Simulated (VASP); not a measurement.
## Al2Cu: single point with PBE

The system is Al2Cu.

```xyz
6
Lattice="-2.9354 2.9354 2.3192 2.9354 -2.9354 2.3192 2.9354 2.9354 -2.3192" Properties=species:S:1:pos:R:3 pbc="T T T"
Al    3.8672    0.9318    0.0000
Al    2.0035    0.9318    2.3192
Al   -0.9318    2.0035    2.3192
Al    0.9318    2.0035    0.0000
Cu    0.0000    0.0000    3.4788
Cu    0.0000    0.0000    1.1596
```

| Item | Value |
| --- | --- |
| Program | VASP 6.6.1 |
| Task | single point |
| Functional | PBE |
| Potentials or basis | VASP PAW PBE potentials, release 64 (Al, Cu) |
| Cutoff | 520 eV |
| k mesh | 10 × 10 × 10 |
| Occupations | gaussian, width 0.15 eV |
| Spin | no spin polarisation |
| Dipole correction | no |
| Further INCAR settings | ALGO = Fast; EDIFF = 1e-07; NBANDS = 26 |

The pressure is 14.8 GPa, the largest force is 0.165 eV/Å and the band gap on the k mesh is zero (bands 17 and 18 overlap by 4.88 eV).

Forces on the atoms (eV/Å):
```
Al  -0.117 -0.117  0.000
Al   0.117 -0.117  0.000
Al   0.117  0.117  0.000
Al  -0.117  0.117  0.000
Cu   0.000  0.000  0.000
Cu   0.000  0.000  0.000
```

Stress tensor (GPa, compression positive):
```
13.48  0.00  0.00
 0.00 13.48  0.00
 0.00  0.00 17.35
```

Levels at points of the mesh, in eV from the Fermi level:
| k point | band 13 | band 14 | band 15 | band 16 | band 17 | band 18 | band 19 | band 20 | band 21 | band 22 |
| --- | --- | --- | --- | --- | --- | --- | --- | --- | --- | --- |
| (0.00, 0.00, 0.00) | -3.37 | -2.28 | -1.47 | -1.39 | -1.39 | -1.01 | -0.10 | 0.06 | 1.82 | 1.82 |
| (0.50, 0.00, 0.00) | -3.42 | -3.42 | -2.84 | -2.84 | 0.14 | 0.14 | 4.18 | 4.18 | 4.43 | 4.43 |
| (0.50, 0.50, 0.00) | -3.11 | -2.94 | -1.82 | -1.60 | -0.76 | -0.61 | 0.72 | 1.26 | 4.66 | 4.86 |
| (0.50, 0.50, 0.50) | -3.72 | -3.51 | -3.51 | -1.90 | 2.79 | 2.96 | 2.96 | 3.46 | 4.67 | 5.24 |

Run time: 2.3 min on 1 thread of Intel(R) Xeon(R) 6975P-C (Granite Rapids), on a shared host, peak memory 0.32 GiB.

Caveat: the cell stands under pressure.
